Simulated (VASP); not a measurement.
BiSbTe2S, 5 atoms in the cell. The structure is tetragonal, space group P4/mmm (No. 123). The conventional cell has a = 5.761 Å, b = 5.761 Å, c = 5.388 Å, α = 90.00°, β = 90.00°, γ = 90.00°. Sb (site symmetry 4/mmm) has 8 Te at 3.94 Å and 4 S at 4.07 Å and 8 Bi at 4.88 Å and 2 Sb at 5.39 Å within 5.4 Å. Within 3.6 Å of Bi (site symmetry 4/mmm) lie 2 S at 2.69 Å and 4 Te at 2.88 Å. Te (site symmetry mmm) has 2 Bi at 2.88 Å and 4 Sb at 3.94 Å and 4 S at 3.94 Å and 4 Te at 4.07 Å within 4.1 Å. Within 3.6 Å of S (site symmetry 4/mmm) lie 2 Bi at 2.69 Å. The cell was built from a structure type or drawn by symmetry, and may not be a known phase.

| Property | Result |
| --- | --- |
| Program | VASP 6.6.1 |
| Task | single point |
| Functional | PBE |
| Potentials or basis | VASP PAW PBE potentials, release 64 (Sb, Bi_d, Te, S) |
| Cutoff | 520 eV |
| k mesh | 4 × 4 × 4 |
| Occupations | gaussian, width 0.1 eV |
| Spin | no spin polarisation |
| Dipole correction | no |
| Further INCAR settings | ALGO = Normal; EDIFF = 1e-06; NBANDS = 27 |

Potentials or basis: VASP PAW PBE potentials, release 64 (Sb, Bi_d, Te, S).

Run with:

```bash
$ cat potpaw_PBE.64/Sb/POTCAR potpaw_PBE.64/Bi_d/POTCAR potpaw_PBE.64/Te/POTCAR potpaw_PBE.64/S/POTCAR > POTCAR
$ mpirun -np 1 vasp_std > vasp.out
```

Hardware: 1 thread of AMD EPYC 7R13, on a shared host.

Problem. How long does it take, and how much memory?

Solution. It took 2 min on 1 thread of AMD EPYC 7R13, on a shared host, peak memory 0.32 GiB. Counts: scf iterations 14, k points 18.
